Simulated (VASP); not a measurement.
Runs of VASP 6.6.1 on Be2Te. The structure is that of space group P4_2/mnm (No. 136), or close to it. The cells are those of the table. 

```csv
task,cell,k mesh,cutoff (eV),gap on the mesh (eV),pressure (GPa),relaxed volume (Å³/atom),largest force (eV/Å)
single point,"a = 5.824, b = 5.824, c = 3.788 Å, 6 atoms",4 × 4 × 6,520,none,0.2,-,0.05
relaxation of cell and atoms,"relaxed from a = 5.824, b = 5.824, c = 3.788 Å, 6 atoms",6 × 6 × 10,600,none,0.0,(a),-
relaxation of cell and atoms,"relaxed from a = 5.413, b = 5.413, c = 3.487 Å, 6 atoms",4 × 4 × 6,600,none,0.0,21.68,0.02
single point,"a = 5.856, b = 5.856, c = 3.772 Å, 6 atoms",6 × 6 × 10,520,none,0.1,-,(b)
```

Alike in all rows: level PBE; potentials or basis VASP PAW PBE potentials, release 64 (Be, Te); no spin polarisation; smearing gaussian 0.1 eV.

Q: Fill in the values left out.

A: (a) 21.60; (b) 0.01.

Caveats: spin-orbit coupling is left out, which moves the levels of the heavy elements; the volume moved by over 15 % at a fixed basis, so the end points are rough (some runs).

A k mesh can miss the band edges, and the runs leave out spin-orbit coupling on Te.

A gap of «none» marks levels without a gap at the run's occupations.
